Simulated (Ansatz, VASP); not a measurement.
## BePd in VASP and in Ansatz

The input INCAR:

```
PREC = Accurate
ENCUT = 520
EDIFF = 1E-8
ISMEAR = -1
SIGMA = 0.08
LREAL = False
LASPH = True
NELM = 60
ALGO = Normal
ISIF = 2
LWAVE = False
LCHARG = False
GGA = CA
LEFG = True
NBANDS = 13
```

The input KPOINTS:

```
regular mesh
0
Gamma
  12 12 12
```

File POSCAR:

```
BePd
1.0
    2.8130000000      0.0000000000      0.0000000000
    0.0000000000      2.8130000000      0.0000000000
    0.0000000000      0.0000000000      2.8130000000
Be Pd
1 1
Direct
    0.0000000000      0.0000000000      0.0000000000
    0.5000000000      0.5000000000      0.5000000000
```

Input for Ansatz:

```yaml
crystal:
  lattice:
    - [2.813, 0.0, 0.0]
    - [0.0, 2.813, 0.0]
    - [0.0, 0.0, 2.813]
  atoms:
    - { symbol: Be, position: [0.0, 0.0, 0.0] }
    - { symbol: Pd, position: [0.5, 0.5, 0.5] }
kpoints:
  mp_grid: { grid: [12, 12, 12] }
  band_path:
    path:
      - [0.0, 0.0, 0.0]
      - [0.0, 0.5, 0.0]
      - [0.5, 0.5, 0.0]
      - [0.0, 0.0, 0.0]
      - [0.5, 0.5, 0.5]
      - [0.0, 0.5, 0.0]
      - [0.5, 0.5, 0.5]
      - [0.5, 0.5, 0.0]
    npoints: 8
scf:
  occupations: { method: fermi_dirac, width: 0.08 }
hamiltonian:
  xc: lda
  pseudopotentials: { kind: all_electron, datasets: crystal }
output:
  forces: true
  stress: true
  eigenvalues: true
  efg: { contact_densities: true }
```

Alike in both runs: task electric field gradients; functional LDA; k mesh 12 × 12 × 12; occupations fermi-dirac, width 0.08 eV; no spin polarisation.

```csv
,VASP,Ansatz
version,VASP 6.6.1,Ansatz 0.2.0
potentials or method,"VASP PAW LDA potentials, release 64 (Be, Pd), cutoff 520 eV","all-electron PAW with datasets made for the crystal, scalar-relativistic"
```

```tsv
	VASP	Ansatz	Ansatz less VASP
pressure (GPa)	-7.4	-8.0	-0.62
```

LDA's correlation is that of Perdew and Zunger in VASP and of Perdew and Wang (1992) in Ansatz. Ansatz ran all-electron here, and VASP with PAW potentials.
